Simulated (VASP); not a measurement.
# BiW (F-43m) in VASP: density of states with PBE

Aim: the density of states of BiW with PBE.

Program: VASP 6.6.1. These are calculated values, not measurements. Logs are shortened: lines on timing, memory, paths and dates and some standing lists are left out, and cuts for length are marked.

## 1. The cell of the first run

The structure is cubic, space group F-43m (No. 216). Conventional cell: a = 6.337 Å, b = 6.337 Å, c = 6.337 Å, α = 90.00°, β = 90.00°, γ = 90.00°. Within 3.6 Å of W (site symmetry -43m) lie 4 Bi at 2.74 Å. Bi (site symmetry -43m) has 4 W at 2.74 Å within 3.6 Å.

## 2. Density of states, PBE, non-collinear spin, zero start, spin-orbit coupling

POSCAR reads:

```
BiW
1.0
    0.0000000000      3.1686222189      3.1686222189
    3.1686222189      0.0000000000      3.1686222189
    3.1686222189      3.1686222189      0.0000000000
W Bi
1 1
Direct
    0.0000000000      0.0000000000      0.0000000000
    0.2500000000      0.2500000000      0.2500000000
```

INCAR.step1 reads:

```
PREC = Accurate
ENCUT = 520
EDIFF = 1E-6
ISMEAR = 0
SIGMA = 0.05
LREAL = False
LASPH = True
NELM = 150
ALGO = Fast
ISIF = 2
LWAVE = False
LCHARG = True
MAGMOM = 0 0 0 0 0 0
LSORBIT = True
GGA_COMPAT = False
LORBMOM = True
LMAXMIX = 4
GGA = PE
NBANDS = 41
```

KPOINTS.step1 reads:

```
regular mesh
0
Gamma
  10 10 10
```

INCAR.step2 reads:

```
PREC = Accurate
ENCUT = 520
EDIFF = 1E-6
ISMEAR = -5
SIGMA = 0.05
LREAL = False
LASPH = True
NELM = 150
ALGO = Fast
ISIF = 2
LWAVE = False
LCHARG = False
MAGMOM = 0 0 0 0 0 0
LORBIT = 11
LSORBIT = True
GGA_COMPAT = False
LORBMOM = True
LMAXMIX = 4
GGA = PE
NBANDS = 41
NEDOS = 2001
ICHARG = 11
```

KPOINTS.step2 reads:

```
regular mesh
0
Gamma
  15 15 15
```

Potentials or basis: VASP PAW PBE potentials, release 64 (W_sv, Bi_d).

Started as:

```console
> cat potpaw_PBE.64/W_sv/POTCAR potpaw_PBE.64/Bi_d/POTCAR > POTCAR
> cp INCAR.step1 INCAR
> cp KPOINTS.step1 KPOINTS
> mpirun -np 1 vasp_ncl > vasp.out
> cp INCAR.step2 INCAR
> cp KPOINTS.step2 KPOINTS
> mpirun -np 1 vasp_ncl > vasp.out
```

OUTCAR:

```text
PREC = Accurate
   ENCUT = 520
   EDIFF = 1E-6
   ISMEAR = -5
   LREAL = False
   LASPH = True
   NELM = 150
   ISIF = 2
   LORBIT = 11
   LSORBIT = True
   GGA = PE
   ICHARG = 11

 ion  position               nearest neighbor table
   1  0.000  0.000  0.000-   2 2.74   2 2.74   2 2.74   2 2.74
   2  0.250  0.250  0.250-   1 2.74   1 2.74   1 2.74   1 2.74

  LATTYP: Found a face centered cubic cell.
 ALAT       =     6.3372444378

  Lattice vectors:

 A1 = (   0.0000000000,   3.1686222189,   3.1686222189)
 A2 = (   3.1686222189,   0.0000000000,   3.1686222189)
 A3 = (   3.1686222189,   3.1686222189,   0.0000000000)

Analysis of symmetry for initial positions (statically):
=====================================================================
 Subroutine PRICEL returns:
 Original cell was already a primitive cell.

 Routine SETGRP: Setting up the symmetry group for a
 face centered cubic supercell.

 Subroutine GETGRP returns: Found 24 space group operations
 (whereof 24 operations were pure point group operations)
 out of a pool of 48 trial point group operations.

The static configuration has the point symmetry T_d .

Analysis of symmetry for dynamics (positions and initial velocities):
=====================================================================
 Subroutine PRICEL returns:
 Original cell was already a primitive cell.

 Routine SETGRP: Setting up the symmetry group for a
 face centered cubic supercell.

 Subroutine GETGRP returns: Found 24 space group operations
 (whereof 24 operations were pure point group operations)
 out of a pool of 48 trial point group operations.

The dynamic configuration has the point symmetry T_d .

Analysis of structural, dynamic, and magnetic symmetry:
=====================================================================
 Subroutine PRICEL returns:
 Original cell was already a primitive cell.

 Routine SETGRP: Setting up the symmetry group for a
 face centered cubic supercell.

 Subroutine GETGRP returns: Found 24 space group operations
 (whereof 24 operations were pure point group operations)
 out of a pool of 48 trial point group operations.

The overall configuration has the point symmetry T_d .

 Subroutine INISYM returns: Found 24 space group operations
 (whereof 24 operations are pure point group operations),
 and found     1 'primitive' translations

----------------------------------------------------------------------------------------

                                     Primitive cell

  volume of cell :      63.6270

  direct lattice vectors                    reciprocal lattice vectors
     0.000000000  3.168622219  3.168622219    -0.157797290  0.157797290  0.157797290
     3.168622219  0.000000000  3.168622219     0.157797290 -0.157797290  0.157797290
     3.168622219  3.168622219  0.000000000     0.157797290  0.157797290 -0.157797290

  length of vectors
     4.481108516  4.481108516  4.481108516     0.273312924  0.273312924  0.273312924

  position of ions in fractional coordinates (direct lattice)
     0.000000000  0.000000000  0.000000000
     0.250000000  0.250000000  0.250000000

  ion indices of the primitive-cell ions
   primitive index   ion index
                 1           1
                 2           2

----------------------------------------------------------------------------------------

 KPOINTS: regular mesh

Automatic generation of k-mesh.
 Grid dimensions read from file:
 generate k-points for:   15   15   15

 Generating k-lattice:

  Cartesian coordinates                     Fractional coordinates (reciprocal lattice)
    -0.010519819  0.010519819  0.010519819     0.066666667  0.000000000  0.000000000
     0.010519819 -0.010519819  0.010519819     0.000000000  0.066666667  0.000000000
     0.010519819  0.010519819 -0.010519819     0.000000000  0.000000000  0.066666667
[... 94 lines left out ...]
 maximum number of plane-waves:      3478
 NGX is ok and might be reduce to    36

 number of electron      29.0000003 magnetization       0.0000000      0.0000000      0.0000000

 Free energy of the ion-electron system (eV)
  ---------------------------------------------------
  ext. energy  EPLUGINS =         0.00000000
  ---------------------------------------------------
  free energy    TOTEN  =       -14.07431509 eV

  energy without entropy =      -14.07431509  energy(sigma->0) =      -14.07431509

 E-fermi :   5.4051     XC(G=0):  -9.6811

 val. band max:        5.4145182442   @ k =  -0.4667   0.4667   0.0667
 cond. band min:       5.3952655147   @ k =  -0.2667   0.2667   0.0000
 fundamental gap:     -0.0192527295
 Fermi energy:         5.4050540153

 k-point     1 :       0.0000    0.0000    0.0000
  band No.  band energies     occupation
      1     -68.5694      1.00000
      2     -68.5694      1.00000
      3     -38.7175      1.00000
      4     -38.7175      1.00000
      5     -30.0449      1.00000
      6     -30.0449      1.00000
[... 1045 lines left out ...]
     40      12.6336      0.00000
     41      13.0489      0.00000

 [... further k-points ...]

------------------------ aborting loop because EDIFF is reached ----------------------------------------

  FORCE on cell =-STRESS in cart. coord.  units (eV):
  Direction    XX          YY          ZZ          XY          YZ          ZX
  --------------------------------------------------------------------------------------
  -------------------------------------------------------------------------------------
  Total        0.2516045      0.2516045      0.2516045      0.0000000     -0.0000000      0.0000000
  in kB        6.3355968      6.3355968      6.3355968      0.0000000     -0.0000000      0.0000000
  external PRESSURE =       6.3355968 kB  Pullay stress =       0.0000000 kB

 VOLUME and BASIS-vectors are now :
 -----------------------------------------------------------------------------
  energy-cutoff  :      520.00
  volume of cell :       63.63
      direct lattice vectors                 reciprocal lattice vectors
     0.000000000  3.168622219  3.168622219    -0.157797290  0.157797290  0.157797290
     3.168622219  0.000000000  3.168622219     0.157797290 -0.157797290  0.157797290
     3.168622219  3.168622219  0.000000000     0.157797290  0.157797290 -0.157797290

 POSITION                                       TOTAL-FORCE (eV/Angst)
 -----------------------------------------------------------------------------------
      0.00000      0.00000      0.00000        -0.000000      0.000000      0.000000
      1.58431      1.58431      1.58431         0.000000     -0.000000     -0.000000
 -----------------------------------------------------------------------------------
    total drift:                               -0.000000     -0.000000     -0.000000

  FREE ENERGIE OF THE ION-ELECTRON SYSTEM (eV)
  ---------------------------------------------------
  free  energy   TOTEN  =       -14.0743150859 eV

  energy  without entropy=      -14.0743150859  energy(sigma->0) =      -14.07431509

 orbital moment (x)

 # of ion     p       d       tot
 ----------------------------------------
  1        -0.000   0.000   0.000
  2        -0.000   0.000   0.000
 ----------------------------------------
           -0.000   0.000   0.000

 orbital moment (y)

 # of ion     p       d       tot
 ----------------------------------------
  1        -0.000   0.000   0.000
  2        -0.000   0.000   0.000
 ----------------------------------------
           -0.000   0.000   0.000

 orbital moment (z)

 # of ion     p       d       tot
 ----------------------------------------
  1         0.000   0.000   0.000
  2         0.000   0.000   0.000
 ----------------------------------------
            0.000   0.000   0.000

 Spin-Orbit-Coupling matrix elements

 Ion:    1  E_soc:     -2.0089564
 l=   1
     0.0000000    -0.2354744    -0.2354744
    -0.2354744     0.0000000    -0.2354744
    -0.2354744    -0.2354744     0.0000000
 l=   2
     0.0000000    -0.0135075     0.0000000    -0.0135075    -0.0858442
    -0.0135075     0.0000000    -0.0643831    -0.0135075    -0.0214610
     0.0000000    -0.0643831     0.0000000    -0.0643831     0.0000000
    -0.0135075    -0.0135075    -0.0643831     0.0000000    -0.0214610
    -0.0858442    -0.0214610     0.0000000    -0.0214610     0.0000000
 l=   3
     0.0000000     0.0000000     0.0000000     0.0000000     0.0000000     0.0000000     0.0000000
     0.0000000     0.0000000     0.0000000     0.0000000     0.0000000     0.0000000     0.0000000
     0.0000000     0.0000000     0.0000000     0.0000000     0.0000000     0.0000000     0.0000000
     0.0000000     0.0000000     0.0000000     0.0000000     0.0000000     0.0000000     0.0000000
     0.0000000     0.0000000     0.0000000     0.0000000     0.0000000     0.0000000     0.0000000
     0.0000000     0.0000000     0.0000000     0.0000000     0.0000000     0.0000000     0.0000000
     0.0000000     0.0000000     0.0000000     0.0000000     0.0000000     0.0000000     0.0000000

 Ion:    2  E_soc:     -1.5045163
 l=   1
     0.0000000    -0.1862597    -0.1862597
    -0.1862597     0.0000000    -0.1862597
    -0.1862597    -0.1862597     0.0000000
 l=   2
     0.0000000    -0.0114690     0.0000000    -0.0114690    -0.0530240
    -0.0114690     0.0000000    -0.0397680    -0.0114690    -0.0132560
     0.0000000    -0.0397680     0.0000000    -0.0397680     0.0000000
    -0.0114690    -0.0114690    -0.0397680     0.0000000    -0.0132560
    -0.0530240    -0.0132560     0.0000000    -0.0132560     0.0000000
 l=   3
     0.0000000     0.0000000     0.0000000     0.0000000     0.0000000     0.0000000     0.0000000
     0.0000000     0.0000000     0.0000000     0.0000000     0.0000000     0.0000000     0.0000000
     0.0000000     0.0000000     0.0000000     0.0000000     0.0000000     0.0000000     0.0000000
     0.0000000     0.0000000     0.0000000     0.0000000     0.0000000     0.0000000     0.0000000
     0.0000000     0.0000000     0.0000000     0.0000000     0.0000000     0.0000000     0.0000000
     0.0000000     0.0000000     0.0000000     0.0000000     0.0000000     0.0000000     0.0000000
     0.0000000     0.0000000     0.0000000     0.0000000     0.0000000     0.0000000     0.0000000

 total charge

# of ion       s       p       d       tot
------------------------------------------
    1        2.338   6.099   3.436  11.873
    2        1.416   1.696   9.958  13.070
--------------------------------------------------
tot          3.754   7.796  13.394  24.943

 magnetization (x)

# of ion       s       p       d       tot
------------------------------------------
    1        0.000   0.000   0.000   0.000
    2        0.000   0.000   0.000   0.000
--------------------------------------------------
tot          0.000   0.000   0.000   0.000

 magnetization (y)

# of ion       s       p       d       tot
------------------------------------------
    1        0.000   0.000   0.000   0.000
    2        0.000   0.000   0.000   0.000
--------------------------------------------------
tot          0.000   0.000   0.000   0.000

 magnetization (z)

# of ion       s       p       d       tot
------------------------------------------
    1        0.000   0.000  -0.000  -0.000
    2        0.000   0.000  -0.000  -0.000
--------------------------------------------------
tot          0.000   0.000  -0.000  -0.000
```

Run time: 21 min. Hardware: 1 thread of Intel Xeon Platinum 8559C (Emerald Rapids), shared host; peak memory 0.88 GiB.

What came out:

| Property | Result |
| --- | --- |
| Net moment | 0.00 μB per cell |
| Valence electrons inside the program's atomic spheres | W 11.87; Bi 13.07 |

Moments on the atoms (μB; x, y, z):
```
W   0.00 0.00 0.00
Bi  0.00 0.00 0.00
```
